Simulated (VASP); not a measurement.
Here is a VASP 6.6.1 calculation.

Contents of INCAR:

```
PREC = Accurate ; ENCUT = 520
EDIFF = 1E-7 ; ISMEAR = -1
SIGMA = 0.01 ; LREAL = False
LASPH = True ; NELM = 150
ALGO = Normal ; ISIF = 2
LWAVE = False ; LCHARG = True
MAGMOM = 0 0 0 0 0 0 ; LORBIT = 11
LSORBIT = True ; GGA_COMPAT = False
LORBMOM = True ; GGA = PS
LVHAR = True ; NBANDS = 30
```

File KPOINTS:

```
regular mesh
0
Gamma
  7 7 7
```

Contents of POSCAR:

```
CdTe
1.0
    0.0000000000      3.2821135562      3.2821135562
    3.2821135562      0.0000000000      3.2821135562
    3.2821135562      3.2821135562      0.0000000000
Cd Te
1 1
Direct
    0.0000000000      0.0000000000      0.0000000000
    0.7500000000      0.7500000000      0.7500000000
```

Potentials or basis: VASP PAW PBE potentials, release 64 (Cd, Te).

Launch:

```console
$ cat potpaw_PBE.64/Cd/POTCAR potpaw_PBE.64/Te/POTCAR > POTCAR
$ mpirun -np 1 vasp_ncl > vasp.out
```

(1) What does it give for the pressure?

(2) Predict the net moment.

Answers

(1) -1.1 GPa.

(2) 0.00 μB per cell.

Caveat: the PAW data sets were made with another functional, which shifts forces and pressure a little.
